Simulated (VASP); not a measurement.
Input of a VASP 6.6.1 run:

The input INCAR:

```
PREC = Accurate
ENCUT = 520
EDIFF = 1E-7
ISMEAR = 0
SIGMA = 0.1
LREAL = False
LASPH = True
NELM = 80
ALGO = Fast
ISIF = 2
LWAVE = False
LCHARG = False
GGA = PE
NBANDS = 16
```

Contents of KPOINTS:

```
regular mesh
0
Gamma
  10 10 10
```

Contents of POSCAR:

```
NaTe2
1.0
    4.4967064717      0.0000000000      0.0000000000
    0.0000000000      4.4967064717      0.0000000000
    0.0000000000      0.0000000000      4.9854685470
Na Te
1 2
Direct
    0.5000000000      0.5000000000      0.0000000000
    0.5000000000      0.0000000000      0.5000000000
    0.0000000000      0.5000000000      0.5000000000
```

Potentials or basis: VASP PAW PBE potentials, release 64 (Na_pv, Te).

Run with:

```console
$ cat potpaw_PBE.64/Na_pv/POTCAR potpaw_PBE.64/Te/POTCAR > POTCAR
$ mpirun -np 1 vasp_std > vasp.out
```

Q: What does it give for the pressure?

A: 0.0 GPa.

Q: Predict the band gap on the k mesh.

A: Zero (an odd number of electrons rules out a gap without spin polarisation).

Caveat: spin-orbit coupling is left out, which moves the levels of the heavy elements; an odd number of electrons without spin polarisation forces a metal; a magnetic or distorted state may lie lower.
